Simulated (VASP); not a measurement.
A run of VASP 6.6.1 is set up as follows.

Contents of INCAR:

```
PREC     = Accurate       # precision mode
ENCUT    = 500            # plane-wave cutoff, eV
EDIFF    = 1E-6           # SCF threshold, eV
ISMEAR   = 0              # smearing method
SIGMA    = 0.1            # smearing width, eV
LREAL    = F              # projectors in reciprocal space
LASPH    = T              # aspherical terms in the spheres
NELM     = 120            # most SCF steps
ALGO     = Normal         # electronic algorithm
ISIF     = 2              # what is computed and relaxed
LWAVE    = F              # write WAVECAR
LCHARG   = F              # write CHGCAR
GGA      = PE             # functional
NBANDS   = 13             # bands
GGA_COMPAT= F
```

Contents of KPOINTS:

```
regular mesh
0
Gamma
  10 10 10
```

The input POSCAR:

```
Ge
1.0
    0.0000000000      2.0598890061      2.0598890061
    2.0598890061      0.0000000000      2.0598890061
    2.0598890061      2.0598890061      0.0000000000
Ge
1
Direct
    0.0000000000      0.0000000000      0.0000000000
```

Potentials or basis: VASP PAW PBE potentials, release 64 (Ge_d).

Launch:

```bash
$ cat potpaw_PBE.64/Ge_d/POTCAR > POTCAR
$ mpirun -np 1 vasp_std > vasp.out
```

Predict the band gap on the k mesh.

zero (band 7 reaches 17.42 eV, above the bottom of band 8 at 5.18 eV).

Predict the pressure.

8.5 GPa.
